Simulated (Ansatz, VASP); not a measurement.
SiGe: VASP beside Ansatz

```
CELL_PARAMETERS angstrom
3.93485 0.00000 0.00000
-1.96742 3.40768 0.00000
0.00000 0.00000 6.49996
ATOMIC_POSITIONS crystal
Si 0.66667 0.33333 0.87455
Si 0.33333 0.66667 0.37455
Ge 0.66667 0.33333 0.47717
Ge 0.33333 0.66667 0.97717
```

Alike in both runs: task single point; functional PBEsol; k mesh 12 × 12 × 6; occupations gaussian, width 0.03 eV; no spin polarisation.

|  | VASP | Ansatz |
| --- | --- | --- |
| version | VASP 6.6.1 | Ansatz 0.2.0 |
| potentials or method | VASP PAW PBE potentials, release 64 (Si, Ge_d), cutoff 520 eV | scalar-relativistic, plane waves, PAW |
| valence electrons in the cell | 36 | 36 |

|  | VASP | Ansatz | Ansatz less VASP |
| --- | --- | --- | --- |
| gap on the k mesh at the Fermi level (eV) | none | none | - |
| pressure (GPa) | -1.3 | -1.3 | +0.02 |
| traceless stress, the component that is largest in VASP (GPa) | -4.22 | -4.24 | -0.015 |
| rms of the force components (eV/Å) | 0.763 | 0.765 | +0.0018 |

VASP's potentials were made for PBE, not for PBEsol, and Ansatz warns of the same on its side. Atom by atom the forces differ by 0.002 eV/Å (rms over components). A gap of «none» marks a metal or a gap that the smearing closes.
